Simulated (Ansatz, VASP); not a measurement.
# TaN in VASP and in Ansatz

```
CELL_PARAMETERS angstrom
0.00000 2.20909 2.20909
2.20909 0.00000 2.20909
2.20909 2.20909 0.00000
ATOMIC_POSITIONS crystal
Ta 0.50000 0.50000 0.50000
N 0.00000 0.00000 0.00000
```

Alike in both runs: task relaxation of cell and atoms; functional PBE; k mesh 16 × 16 × 16; occupations gaussian, width 0.1 eV; no spin polarisation.

|  | VASP | Ansatz |
| --- | --- | --- |
| version | VASP 6.6.1 | Ansatz 0.2.0 |
| potentials or method | VASP PAW PBE potentials, release 64 (Ta_pv, N), cutoff 600 eV | scalar-relativistic, plane waves, PAW |
| valence electrons in the cell | 16 | 18 |

```tsv
	VASP	Ansatz	Ansatz less VASP
gap on the k mesh at the Fermi level, each at its own relaxed structure (eV)	none	none	-
relaxed volume (Å³/atom)	10.79	10.77	-0.028
relaxed cell length with the largest relative difference (Å)	3.125	3.123	-0.0027
```

A gap of «none» marks a metal or a gap that the smearing closes. VASP's potentials hold 16 valence electrons a cell and Ansatz's 18, so a difference there can come from the potentials and not from the codes.

Spin-orbit coupling is off throughout.
